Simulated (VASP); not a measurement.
A run of VASP 6.6.1:

POSCAR

```
B4Ru
1.0
    2.9462255319      0.0000000000      0.0000000000
    0.0000000000      2.9462255319      0.0000000000
    0.0000000000      0.0000000000      7.3373874367
B Ru
4 1
Direct
    0.5000000000      0.5000000000      0.2826787654
    0.5000000000      0.5000000000      0.7173212346
    0.0000000000      0.0000000000      0.0000000000
    0.5000000000      0.5000000000      0.5000000000
    0.5000000000      0.5000000000      0.0000000000
```

File INCAR.step1:

```
ALGO = Normal ; EDIFF = 1E-6
ENCUT = 420 ; GGA = PE
GGA_COMPAT = F ; ISIF = 2
ISMEAR = 0 ; LASPH = T
LCHARG = T ; LMAXMIX = 4
LORBIT = 11 ; LREAL = F
LWAVE = F ; NBANDS = 21
NEDOS = 2001 ; NELM = 120
PREC = Accurate ; SIGMA = 0.1
```

KPOINTS.step1

```
k-points
0
Gamma
  12 12 6
```

The input INCAR.step2:

```
ALGO = Normal ; EDIFF = 1E-6
ENCUT = 420 ; GGA = PE
GGA_COMPAT = F ; ICHARG = 11
ISIF = 2 ; ISMEAR = -5
LASPH = T ; LCHARG = F
LMAXMIX = 4 ; LORBIT = 11
LREAL = F ; LWAVE = F
NBANDS = 21 ; NEDOS = 2001
NELM = 120 ; PREC = Accurate
SIGMA = 0.1
```

KPOINTS.step2

```
k-points
0
Gamma
  18 18 9
```

Potentials or basis: VASP PAW PBE potentials, release 64 (B, Ru_pv).

The run is started by

```sh
$ cat potpaw_PBE.64/B/POTCAR potpaw_PBE.64/Ru_pv/POTCAR > POTCAR
$ cp INCAR.step1 INCAR
$ cp KPOINTS.step1 KPOINTS
$ mpirun -np 1 vasp_std > vasp.out
$ cp INCAR.step2 INCAR
$ cp KPOINTS.step2 KPOINTS
$ mpirun -np 1 vasp_std > vasp.out
```

Hardware: 1 thread of AMD EPYC 7R43 64-Core Processor (Zen 3) (shared host).

Question: Estimate the wall time of this run.

Answer: Run time: 3.7 min on 1 thread of AMD EPYC 7R43 64-Core Processor (Zen 3) (shared host), peak memory 0.3 GiB. Counts: k points 275.
